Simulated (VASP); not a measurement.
A run of VASP 6.6.1:

Contents of INCAR:

```
PREC = Accurate
ENCUT = 520
EDIFF = 1E-7
ISMEAR = -1
SIGMA = 0.05
LREAL = False
LASPH = True
NELM = 100
ALGO = Normal
ISIF = 2
LWAVE = False
LCHARG = False
GGA = PE
NBANDS = 8
```

Contents of KPOINTS:

```
regular mesh
0
Gamma
  24 24 24
```

File POSCAR:

```
B
1.0
    0.0000000000      1.3521532470      1.3521532470
    1.3521532470      0.0000000000      1.3521532470
    1.3521532470      1.3521532470      0.0000000000
B
1
Direct
    0.0000000000      0.0000000000      0.0000000000
```

Potentials or basis: VASP PAW PBE potentials, release 64 (B).

The run is started by

```console
$ cat potpaw_PBE.64/B/POTCAR > POTCAR
$ mpirun -np 1 vasp_std > vasp.out
```

Hardware: 1 thread of AMD EPYC 7R43 64-Core Processor (Zen 3) (shared host).

Task: How long does it take, and how much memory?

Result: Wall time 8.9 s on 1 thread of AMD EPYC 7R43 64-Core Processor (Zen 3), on a shared host, peak memory 0.08 GiB. Counts: scf iterations 10, k points 413.
